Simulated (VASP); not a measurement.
**HgTe: single point with PBE**

The system is HgTe.

```
Hg Te
1.0
     0.00000    3.18000    3.18000
     3.18000    0.00000    3.18000
     3.18000    3.18000    0.00000
Hg Te
1 1
Direct
  0.00000 0.00000 0.00000
  0.50000 0.50000 0.50000
```

```json
{
  "Program": "VASP 6.6.1",
  "Task": "single point",
  "Functional": "PBE",
  "Potentials or basis": "VASP PAW PBE potentials, release 64 (Hg, Te)",
  "Cutoff": "520 eV",
  "k mesh": "7 × 7 × 7",
  "Occupations": "fermi-dirac, width 0.05 eV",
  "Spin": "no spin polarisation",
  "Dipole correction": "no",
  "Further INCAR settings": "ALGO = Normal; EDIFF = 1e-06; NBANDS = 16"
}
```

The pressure is -3.7 GPa and the band gap on the k mesh is zero (band 9 reaches 3.25 eV, above the bottom of band 10 at 1.34 eV).

Levels at points of the mesh, in eV from the Fermi level:
```
           k point  band 7  band 8  band 9  band 10  band 11  band 12
(0.00, 0.00, 0.00)   -1.41   -0.56   -0.56    -0.56     7.45     7.45
```

It took 14 s on 1 thread of AMD EPYC 9R45 (Zen 5), on a shared host, peak memory 0.17 GiB.

Caveat: spin-orbit coupling is left out, which moves the levels of the heavy elements.
